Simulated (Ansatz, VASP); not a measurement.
BC5 in VASP and in Ansatz

Contents of INCAR:

```
SYSTEM = BC5
ALGO = Normal ; EDIFF = 1E-6
ENCUT = 520 ; GGA = PE
ISIF = 2 ; ISMEAR = 0
LASPH = .True. ; LCHARG = .False.
LREAL = .False. ; LWAVE = .False.
NBANDS = 20 ; NELM = 100
PREC = Accurate ; SIGMA = 0.1
```

The input KPOINTS:

```
k-points
0
Gamma
  12 12 6
  0 0 0
```

Contents of POSCAR:

```
BC5
1.0
    3.3488346686      0.0000000000      0.0000000000
   -1.6744173343      2.9001758961      0.0000000000
    0.0000000000      0.0000000000      6.8667887860
B C
1 5
Direct
    0.0000000000      0.0000000000      0.0000000000
    0.6666666667      0.3333333333      0.0000000000
    0.2404471248      0.0000000000      0.5000000000
    0.7595528752      0.7595528752      0.5000000000
    0.0000000000      0.2404471248      0.5000000000
    0.3333333333      0.6666666667      0.0000000000
```

Input for Ansatz:

```yaml
crystal:
  lattice:
    - [3.3488346686, 0.0, 0.0]
    - [-1.6744173343, 2.9001758961, 0.0]
    - [0.0, 0.0, 6.866788786]
  atoms:
    - { symbol: B, position: [0.0, 0.0, 0.0] }
    - { symbol: C, position: [0.6666666667, 0.3333333333, 0.0] }
    - { symbol: C, position: [0.2404471248, 0.0, 0.5] }
    - { symbol: C, position: [0.7595528752, 0.7595528752, 0.5] }
    - { symbol: C, position: [0.0, 0.2404471248, 0.5] }
    - { symbol: C, position: [0.3333333333, 0.6666666667, 0.0] }
basis:
  ecutwfc: 420
kpoints:
  mp_grid: { grid: [12, 12, 6] }
  band_path:
    path:
      - [[0.0, 0.0, 0.0], [0.5, 0.0, 0.0], [0.33333333, 0.33333333, 0.0], [0.0, 0.0, 0.0], [0.0, 0.0, 0.5], [0.5, 0.0, 0.5], [0.33333333, 0.33333333, 0.5], [0.0, 0.0, 0.5]]
      - [[0.5, 0.0, 0.5], [0.5, 0.0, 0.0]]
      - [[0.33333333, 0.33333333, 0.5], [0.33333333, 0.33333333, 0.0]]
    npoints: 14
hamiltonian:
  xc: pbe
scf:
  occupations: { method: gaussian, width: 0.1 }
  n_extra_bands: 15
output:
  forces: true
  stress: true
  eigenvalues: true
  populations: true
  dos: { projected: true, de: 0.02, nscf_kmesh: { grid: [15, 15, 8] } }
  bader: true
```

Alike in both runs: task single point; functional PBE; k mesh 12 × 12 × 6; occupations gaussian, width 0.1 eV; no spin polarisation.

|  | VASP | Ansatz |
| --- | --- | --- |
| version | VASP 6.6.1 | Ansatz 0.2.0 |
| potentials or method | VASP PAW PBE potentials, release 64 (B, C), cutoff 520 eV | scalar-relativistic, plane waves, PAW |
| valence electrons in the cell | 23 | 23 |

VASP gave:

* gap on the k mesh at the Fermi level (eV): none
* pressure (GPa): 0.3
* traceless stress, the component that is largest in VASP (GPa): -0.31
* rms of the force components (eV/Å): 0.077

**Question.** Estimate Ansatz's values.

**Answer.** gap on the k mesh at the Fermi level (eV): none; pressure (GPa): 0.0; traceless stress, the component that is largest in VASP (GPa): 0.04; rms of the force components (eV/Å): 0.000.

Atom by atom the forces differ by 0.077 eV/Å (rms over components). A gap of «none» marks a metal or a gap that the smearing closes. With one functional, cell and mesh, what is left measures potentials, basis and numerics.
